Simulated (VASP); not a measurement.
**BaSrAl4: relaxation of cell and atoms with PBE**

The system is BaSrAl4.

```
Ba Sr Al
1.0
     0.00000    4.10581    4.10581
     4.10581    0.00000    4.10581
     4.10581    4.10581    0.00000
Ba Sr Al
1 1 4
Direct
  0.75000 0.75000 0.75000
  0.00000 0.00000 0.00000
  0.87470 0.37510 0.37510
  0.37510 0.37510 0.37510
  0.37510 0.87470 0.37510
  0.37510 0.37510 0.87470
```

```json
{
  "Program": "VASP 6.6.1",
  "Task": "relaxation of cell and atoms",
  "Functional": "PBE",
  "Potentials or basis": "VASP PAW PBE potentials, release 64 (Ba_sv, Sr_sv, Al)",
  "Cutoff": "600 eV",
  "k mesh": "8 × 8 × 8",
  "Occupations": "gaussian, width 0.1 eV",
  "Spin": "no spin polarisation",
  "Dipole correction": "no",
  "Further INCAR settings": "ALGO = Fast; EDIFF = 1e-07; IBRION = 2; EDIFFG = -0.01; NSW = 100; ISIF = 3"
}
```

| Quantity | Value |
| --- | --- |
| Relaxed volume | 24.88 Å³/atom |
| Relaxed cell | a = 5.954 Å, b = 5.954 Å, c = 5.954 Å, α = 60.00°, β = 60.00°, γ = 60.00° |
| Space group after relaxing (to 0.05 Å) | F-43m (No. 216) |
| Energy gained by relaxing | 20.7 meV/atom |
| Ionic steps | 3 |
| Pressure after relaxing | 0.0 GPa |
| Largest force after relaxing | 0.007 eV/Å |
| Band gap on the k mesh | zero (band 16 reaches 5.38 eV, above the bottom of band 17 at 3.24 eV) |

Forces in eV/Å, atoms in the order of the input:
```
Ba   0.000  0.000  0.000
Sr   0.000  0.000  0.000
Al  -0.004  0.004  0.004
Al  -0.004 -0.004 -0.004
Al   0.004 -0.004  0.004
Al   0.004  0.004 -0.004
```

Step by step:
```csv
step,energy change (eV),largest force (eV/Å),pressure (GPa),volume (Å³)
1,0.0000,0.0179,3.92,138.43
2,-0.1239,0.0070,-0.22,150.05
3,-0.1245,0.0075,0.01,149.27
```

Final structure:
```
Ba Sr Al
1.0
     0.00000    4.21028    4.21028
     4.21028    0.00000    4.21028
     4.21028    4.21028    0.00000
Ba Sr Al
1 1 4
Direct
  0.75000 0.75000 0.75000
  0.00000 0.00000 0.00000
  0.87487 0.37504 0.37504
  0.37504 0.37504 0.37504
  0.37504 0.87487 0.37504
  0.37504 0.37504 0.87487
```

Levels at points of the mesh, in eV from the Fermi level:
```
           k point  band 12  band 13  band 14  band 15  band 16  band 17  band 18  band 19  band 20
(0.00, 0.00, 0.00)    -2.65    -2.65    -1.62    -1.62    -1.62    -1.48    -1.48     1.60     3.58
(0.50, 0.00, 0.00)    -3.43    -2.51    -1.05    -1.05     0.66     0.66     0.89     2.10     2.10
(0.50, 0.50, 0.00)    -3.22    -2.43    -2.05     0.35     0.57     1.24     1.24     1.24     1.28
```

Wall time 15 min on 1 thread of Intel Xeon 6975P-C (shared host), peak memory 0.42 GiB.

Caveat: spin-orbit coupling is left out, which moves the levels of the heavy elements.
